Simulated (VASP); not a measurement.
# CdS (P3m1) in VASP: further runs, part 2 of 2

VASP 6.6.1. The steps go on from the part before.

### 6 Single point, PBEsol

This run uses another cell than the first one, of the same volume but with other edges.

Contents of INCAR:

```
SYSTEM = CdS
PREC = Accurate
ENCUT = 520
EDIFF = 1E-6
ISMEAR = 0
SIGMA = 0.05
LREAL = .FALSE.
LASPH = .TRUE.
NELM = 60
ALGO = Normal
ISIF = 2
LWAVE = .FALSE.
LCHARG = .FALSE.
GGA = PS
NBANDS = 16
```

Contents of KPOINTS:

```
regular mesh
0
G
  9 9 6
  0 0 0
```

Contents of POSCAR:

```
CdS
1.0
    4.3195490283      0.0000000000      0.0000000000
   -2.1597745142      3.7408391914      0.0000000000
    0.0000000000      0.0000000000      5.6483443581
Cd S
1 1
Direct
    0.0000000000      0.0000000000      0.4426919200
    0.6666666667      0.3333333333      0.4343080800
```

Potentials or basis: VASP PAW PBE potentials, release 64 (Cd, S).

Command:

```sh
$ cat potpaw_PBE.64/Cd/POTCAR potpaw_PBE.64/S/POTCAR > POTCAR
$ mpirun -np 1 vasp_std > vasp.out
```

OUTCAR:

```text
SYSTEM = CdS
   PREC = Accurate
   ENCUT = 520
   EDIFF = 1E-6
   ISMEAR = 0
   LREAL = .FALSE.
   LASPH = .TRUE.
   NELM = 60
   ISIF = 2
   GGA = PS

 ion  position               nearest neighbor table
   1  0.000  0.000  0.443-   2 2.49   2 2.49   2 2.49
   2  0.667  0.333  0.434-   1 2.49   1 2.49   1 2.49

  LATTYP: Found a hexagonal cell.
 ALAT       =     4.3195490283
 C/A-ratio  =     1.3076236248

  Lattice vectors:

 A1 = (   4.3195490283,   0.0000000000,   0.0000000000)
 A2 = (  -2.1597745142,   3.7408391914,   0.0000000000)
 A3 = (   0.0000000000,   0.0000000000,   5.6483443581)

Analysis of symmetry for initial positions (statically):
=====================================================================
 Subroutine PRICEL returns:
 Original cell was already a primitive cell.

 Routine SETGRP: Setting up the symmetry group for a
 hexagonal supercell.

 Subroutine GETGRP returns: Found  6 space group operations
 (whereof  6 operations were pure point group operations)
 out of a pool of 24 trial point group operations.

The static configuration has the point symmetry C_3v.

Analysis of symmetry for dynamics (positions and initial velocities):
[... 163 lines left out ...]
 fundamental gap:      1.2309744254
 Fermi energy:        -1.9387880008

 k-point     1 :       0.0000    0.0000    0.0000
  band No.  band energies     occupation
      1     -13.6634      2.00000
      2      -9.7789      2.00000
      3      -9.7789      2.00000
      4      -9.3253      2.00000
      5      -9.3253      2.00000
      6      -9.1352      2.00000
[... 433 lines left out ...]
      3      -9.5951      2.00000
      4      -9.3843      2.00000
      5      -9.3367      2.00000
      6      -9.0437      2.00000
[... 8 lines left out ...]
     15       7.5141      0.00000
     16       8.9532      0.00000

 [... further k-points ...]

------------------------ aborting loop because EDIFF is reached ----------------------------------------

  FORCE on cell =-STRESS in cart. coord.  units (eV):
  Direction    XX          YY          ZZ          XY          YZ          ZX
  --------------------------------------------------------------------------------------
  -------------------------------------------------------------------------------------
  Total       -1.9922500     -1.9922500      0.0014435      0.0000000     -0.0000000     -0.0000000
  in kB      -34.9724296    -34.9724296      0.0253387      0.0000000     -0.0000000     -0.0000000
  external PRESSURE =     -23.3065068 kB  Pullay stress =       0.0000000 kB

 VOLUME and BASIS-vectors are now :
 -----------------------------------------------------------------------------
  energy-cutoff  :      520.00
  volume of cell :       91.27
      direct lattice vectors                 reciprocal lattice vectors
     4.319549028  0.000000000  0.000000000     0.231505649  0.133659849  0.000000000
    -2.159774514  3.740839191  0.000000000     0.000000000  0.267319697  0.000000000
     0.000000000  0.000000000  5.648344358     0.000000000  0.000000000  0.177043030

 POSITION                                       TOTAL-FORCE (eV/Angst)
 -----------------------------------------------------------------------------------
      0.00000      0.00000      2.50048        -0.000000      0.000000     -0.021302
      2.15977      1.24695      2.45312         0.000000     -0.000000      0.021302
 -----------------------------------------------------------------------------------
    total drift:                                0.000001     -0.000000      0.000129

  FREE ENERGIE OF THE ION-ELECTRON SYSTEM (eV)
  ---------------------------------------------------
  free  energy   TOTEN  =        -6.1323041826 eV

  energy  without entropy=       -6.1323041826  energy(sigma->0) =       -6.13230418
```

OSZICAR:

```text
N       E                     dE             d eps       ncg     rms          rms(c)
DAV:   1     0.104894290318E+03    0.10489E+03   -0.79138E+03  1992   0.938E+02
DAV:   2    -0.130403233711E+01   -0.10620E+03   -0.10014E+03  2456   0.231E+02
DAV:   3    -0.682448401668E+01   -0.55205E+01   -0.54988E+01  2456   0.538E+01
DAV:   4    -0.687780062981E+01   -0.53317E-01   -0.53310E-01  2576   0.513E+00
DAV:   5    -0.687889113650E+01   -0.10905E-02   -0.10905E-02  2544   0.685E-01    0.662E+00
DAV:   6    -0.616767776509E+01    0.71121E+00   -0.12657E+00  2912   0.128E+01    0.534E+00
DAV:   7    -0.613443356356E+01    0.33244E-01   -0.23430E-01  2360   0.323E+00    0.263E+00
DAV:   8    -0.613115586586E+01    0.32777E-02   -0.24801E-02  2312   0.179E+00    0.258E-01
DAV:   9    -0.613125479892E+01   -0.98933E-04   -0.29820E-03  2432   0.668E-01    0.126E-01
DAV:  10    -0.613188715293E+01   -0.63235E-03   -0.48074E-04  2264   0.152E-01    0.103E-01
DAV:  11    -0.613230770227E+01   -0.42055E-03   -0.42588E-04  2152   0.125E-01    0.421E-02
DAV:  12    -0.613229547741E+01    0.12225E-04   -0.24274E-05  2440   0.532E-02    0.825E-03
DAV:  13    -0.613230353706E+01   -0.80597E-05   -0.76503E-06  2216   0.158E-02    0.889E-03
DAV:  14    -0.613230418261E+01   -0.64555E-06   -0.59703E-07  2112   0.644E-03
   1 F= -.61323042E+01 E0= -.61323042E+01  d E =-.173208E-14
```

It took 26 s on 1 thread of Intel Xeon 6975P-C (Granite Rapids), shared host; peak memory 0.24 GiB.

Results:

* Free energy: -6.1323 eV
* Pressure: -2.3 GPa
* Largest force: 0.021 eV/Å
* Band gap on the k mesh: 1.23 eV, indirect (least direct gap 1.32 eV)

Forces in eV/Å, atoms in the order of the input:
```
Cd   0.000  0.000 -0.021
S    0.000  0.000  0.021
```

Levels at points of the mesh, in eV from the valence-band top:
```
           k point  band 5  band 6  band 7  band 8  band 9  band 10  band 11  band 12  band 13  band 14
(0.00, 0.00, 0.00)   -7.14   -6.95   -0.94   -0.09   -0.09     1.23     5.75     6.74     6.74     6.97
(0.00, 0.00, 0.50)   -7.14   -6.94   -1.19   -0.08   -0.08     1.51     5.10     6.80     6.80     9.63
```

Caveat: the PAW data sets were made with another functional, which shifts forces and pressure a little. A k mesh can miss the band edges.

### 7 The runs side by side

```csv
cell,gap on the mesh (eV),pressure (GPa),largest force (eV/Å)
"a = 4.498, b = 4.498, c = 5.208 Å, angles 90.0, 90.0, 120.0°, 2 atoms",0.59,-4.8,0.03
"a = 4.010, b = 4.010, c = 6.554 Å, angles 90.0, 90.0, 120.0°, 2 atoms",1.81,4.9,0.05
"a = 4.381, b = 4.381, c = 5.490 Å, angles 90.0, 90.0, 120.0°, 2 atoms",1.01,-3.3,0.03
"a = 4.128, b = 4.128, c = 6.185 Å, angles 90.0, 90.0, 120.0°, 2 atoms",1.65,1.6,0.01
"a = 4.320, b = 4.320, c = 5.648 Å, angles 90.0, 90.0, 120.0°, 2 atoms",1.23,-2.3,0.02
```

Alike in all rows: task single point; level PBEsol; potentials or basis VASP PAW PBE potentials, release 64 (Cd, S); no spin polarisation; k mesh 9 × 9 × 6; cutoff (eV) 520; smearing gaussian 0.05 eV.

Caveats: the PAW data sets were made with another functional, which shifts forces and pressure a little.

Total energies depend on the potentials used, so only differences within one code and one set of settings carry meaning.
